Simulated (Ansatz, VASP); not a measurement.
Si2Mo in VASP and in Ansatz

```
CELL_PARAMETERS angstrom
0.00000 -3.32320 0.00000
3.32320 0.00000 0.00000
-1.66160 1.66160 4.08182
ATOMIC_POSITIONS crystal
Si 0.33300 0.33300 0.66600
Si 0.66700 0.66700 0.33400
Mo 0.00000 0.00000 0.00000
```

Alike in both runs: task single point; functional PBE; k mesh 12 × 12 × 12; occupations gaussian, width 0.05 eV; no spin polarisation.

|  | VASP | Ansatz |
| --- | --- | --- |
| version | VASP 6.6.1 | Ansatz 0.2.0 |
| potentials or method | VASP PAW PBE potentials, release 64 (Si, Mo_sv), cutoff 520 eV | scalar-relativistic, plane waves, PAW |
| valence electrons in the cell | 22 | 22 |

VASP gave:

* gap on the k mesh at the Fermi level (eV): none
* pressure (GPa): -16.8
* traceless stress, the component that is largest in VASP (GPa): -2.21
* rms of the force components (eV/Å): 0.200

Problem. What did Ansatz give for the same quantities?

Solution. gap on the k mesh at the Fermi level (eV): none; pressure (GPa): -17.0; traceless stress, the component that is largest in VASP (GPa): -2.21; rms of the force components (eV/Å): 0.202.

Atom by atom the forces differ by 0.002 eV/Å (rms over components). A gap of «none» marks a metal or a gap that the smearing closes.
